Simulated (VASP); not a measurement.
A run of VASP 6.6.1:

The input INCAR:

```
SYSTEM = InP
  ALGO = Normal
  EDIFF = 1E-6
  ENCUT = 520
  GGA = PE
  ISIF = 2
  ISMEAR = 0
  LASPH = .TRUE.
  LCHARG = .FALSE.
  LREAL = .FALSE.
  LWAVE = .FALSE.
  NBANDS = 16
  NELM = 100
  PREC = Accurate
  SIGMA = 0.15
```

File KPOINTS:

```
k-points
0
G
  18 18 18
  0 0 0
```

File POSCAR:

```
InP
1.0
    0.0000000000      2.7701604146      2.8532652270
    2.7701604146      0.0000000000      2.8532652270
    2.7701604146      2.7701604146      0.0000000000
In P
1 1
Direct
    0.0000000000      0.0000000000      0.0000000000
    0.5000000000      0.5000000000      0.5000000000
```

Potentials or basis: VASP PAW PBE potentials, release 64 (In_d, P).

The run is started by

```console
$ cat potpaw_PBE.64/In_d/POTCAR potpaw_PBE.64/P/POTCAR > POTCAR
$ mpirun -np 1 vasp_std > vasp.out
```

Hardware: 1 thread of Intel Xeon 8259CL, on a shared host.

Question: Estimate the wall time of this run.

Answer: Wall time 7.9 min on 1 thread of Intel Xeon 8259CL, with other jobs on the host, peak memory 0.44 GiB. Counts: scf iterations 12, k points 480.
